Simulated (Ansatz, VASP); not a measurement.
## RuS2 in VASP and in Ansatz

```
Ru S
1.0
     4.22114    0.00000    0.00000
    -2.11057    3.65562    0.00000
     0.00000    0.00000    2.82909
Ru S
1 2
Cartesian
  0.0000 0.0000 0.0000
  0.0000 2.4371 1.4145
  2.1106 1.2185 1.4145
```

Alike in both runs: functional PBE; k mesh 6 × 6 × 4; occupations gaussian, width 0.1 eV; no spin polarisation.

Ansatz relaxed the structure, and its values are those at the end. VASP's run is a single point on that final structure, the one shown.

|  | VASP | Ansatz |
| --- | --- | --- |
| version | VASP 6.6.1 | Ansatz 0.2.0 |
| potentials or method | VASP PAW PBE potentials, release 64 (Ru_pv, S), cutoff 520 eV | scalar-relativistic, plane waves, PAW |
| valence electrons in the cell | 26 | 28 |

Ansatz gave:

| Property | Result |
| --- | --- |
| gap on the k mesh at the Fermi level (eV) | none |
| pressure (GPa) | 0.1 |

Q: Estimate VASP's values.

A: gap on the k mesh at the Fermi level (eV): none; pressure (GPa): 0.0.

A gap of «none» marks a metal or a gap that the smearing closes. With one functional, cell and mesh, what is left measures potentials, basis and numerics. VASP's potentials hold 26 valence electrons a cell and Ansatz's 28, so a difference there can come from the potentials and not from the codes.

The k mesh is coarse, so the values compare programs but aren't converged.
